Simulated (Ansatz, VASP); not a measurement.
# CdTe in VASP and in Ansatz

POSCAR

```
CdTe
1.0
    0.0000000000      3.4817413044      2.7157582174
    3.4817413044      0.0000000000      2.7157582174
    3.4817413044      3.4817413044      0.0000000000
Cd Te
1 1
Direct
    0.0000000000      0.0000000000      0.0000000000
    0.7500000000      0.7500000000      0.7500000000
```

File INCAR.step1:

```
SYSTEM = CdTe
PREC = Accurate
ENCUT = 520
ISMEAR = 0
SIGMA = 0.05
LREAL = .False.
LASPH = .True.
NELM = 60
NBANDS = 16
GGA = PE
ALGO = Normal
EDIFF = 1E-4
LWAVE = .True.
LCHARG = .False.
```

Contents of INCAR.step2:

```
SYSTEM = CdTe
PREC = Accurate
ENCUT = 520
EDIFF = 1E-6
ISMEAR = 0
SIGMA = 0.05
LREAL = .False.
LASPH = .True.
NELM = 60
ALGO = Normal
ISIF = 2
LWAVE = .False.
LCHARG = .True.
METAGGA = R2SCAN
LMIXTAU = .True.
LELF = .True.
LVHAR = .True.
NBANDS = 16
ISTART = 1
```

KPOINTS

```
Automatic mesh
0
Gamma
  8 8 8
  0 0 0
```

Input for Ansatz:

```yaml
crystal:
  lattice:
    - [0.0, 3.4817413044, 2.7157582174]
    - [3.4817413044, 0.0, 2.7157582174]
    - [3.4817413044, 3.4817413044, 0.0]
  atoms:
    - { symbol: Cd, position: [0.0, 0.0, 0.0] }
    - { symbol: Te, position: [0.75, 0.75, 0.75] }
basis:
  ecutwfc: 500
kpoints:
  mp_grid: { grid: [8, 8, 8] }
hamiltonian:
  xc: r2scan
scf:
  occupations: { method: gaussian, width: 0.05 }
output:
  forces: true
  stress: true
  eigenvalues: true
```

Alike in both runs: task single point; functional r2SCAN; k mesh 8 × 8 × 8; occupations gaussian, width 0.05 eV; no spin polarisation.

|  | VASP | Ansatz |
| --- | --- | --- |
| version | VASP 6.6.1 | Ansatz 0.2.0 |
| potentials or method | VASP PAW PBE potentials, release 64 (Cd, Te), cutoff 520 eV | scalar-relativistic, plane waves, PAW |
| valence electrons in the cell | 18 | 36 |

Ansatz gave:

- gap on the k mesh at the Fermi level (eV): 0.91
- least direct gap on the mesh (eV): 0.91
- pressure (GPa): 1.9
- traceless stress, the component that is largest in VASP (GPa): 1.26

Problem. What did VASP give for the same quantities?

Solution. gap on the k mesh at the Fermi level (eV): 0.91; least direct gap on the mesh (eV): 0.91; pressure (GPa): 2.1; traceless stress, the component that is largest in VASP (GPa): 1.25.

VASP's potentials were made for PBE, not for r2SCAN. VASP's potentials hold 18 valence electrons a cell and Ansatz's 36, so a difference there can come from the potentials and not from the codes.

Spin-orbit coupling is off throughout.
